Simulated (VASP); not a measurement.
Here is a VASP 6.6.1 calculation.

The input POSCAR:

```
Sn
1.0
    3.5443363559      0.0000000000      0.0000000000
   -1.7721681779      3.0694853237      0.0000000000
    0.0000000000      0.0000000000      3.3117392825
Sn
1
Direct
    0.0000000000      0.0000000000      0.0000000000
```

Contents of INCAR.step1:

```
ALGO = Normal
EDIFF = 1E-4
ENCUT = 520
GGA = PE
ISMEAR = 0
LASPH = True
LCHARG = False
LREAL = False
LWAVE = True
NBANDS = 13
NELM = 100
PREC = Accurate
SIGMA = 0.1
```

Contents of INCAR.step2:

```
ALGO = Normal
EDIFF = 1E-6
ENCUT = 520
ISIF = 2
ISMEAR = 0
ISTART = 1
LASPH = True
LCHARG = False
LMIXTAU = True
LREAL = False
LWAVE = False
METAGGA = R2SCAN
NBANDS = 13
NELM = 100
PREC = Accurate
SIGMA = 0.1
```

File KPOINTS:

```
k-points
0
Gamma
  6 6 6
```

Potentials or basis: VASP PAW PBE potentials, release 64 (Sn_d).

Launch:

```sh
$ cat potpaw_PBE.64/Sn_d/POTCAR > POTCAR
$ cp INCAR.step1 INCAR
$ mpirun -np 1 vasp_std > vasp.out
$ cp INCAR.step2 INCAR
$ mpirun -np 1 vasp_std > vasp.out
```

Predict the band gap on the k mesh.

zero (band 7 reaches 9.57 eV, above the bottom of band 8 at 2.89 eV).

Estimate the pressure.

-7.8 GPa.

Stress tensor (GPa, compression positive):
```
-9.40  0.00  0.00
 0.00 -9.40  0.00
 0.00  0.00 -4.69
```

Caveat: the PAW data sets were made with another functional, which shifts forces and pressure a little; spin-orbit coupling is left out, which moves the levels of the heavy elements.
